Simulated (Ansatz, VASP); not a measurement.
# One calculation of BaS, two programs

```xyz
2
Lattice="0.0000 3.1357 3.1357 3.1357 0.0000 3.1357 3.1357 3.1357 0.0000" Properties=species:S:1:pos:R:3 pbc="T T T"
Ba    0.0000    0.0000    0.0000
S     3.1357    3.1357    3.1357
```

Alike in both runs: functional LDA; k mesh 8 × 8 × 8; no spin polarisation.

Ansatz relaxed the structure, and its values are those at the end. VASP's run is a single point on that final structure, the one shown.

|  | VASP | Ansatz |
| --- | --- | --- |
| version | VASP 6.6.1 | Ansatz 0.2.0 |
| potentials or method | VASP PAW LDA potentials, release 64 (Ba_sv, S), cutoff 520 eV | scalar-relativistic, plane waves, PAW |
| occupations | gaussian, width 0.01 eV | fixed |
| valence electrons in the cell | 16 | 16 |

Ansatz gave:

| Quantity | Value |
| --- | --- |
| gap on the k mesh at the Fermi level (eV) | 1.91 |
| least direct gap on the mesh (eV) | 1.98 |
| pressure (GPa) | 0.0 |

Estimate VASP's values.

gap on the k mesh at the Fermi level (eV): 1.80; least direct gap on the mesh (eV): 1.90; pressure (GPa): 0.8.

LDA's correlation is that of Perdew and Zunger in VASP and of Perdew and Wang (1992) in Ansatz.

Spin-orbit coupling is off throughout.
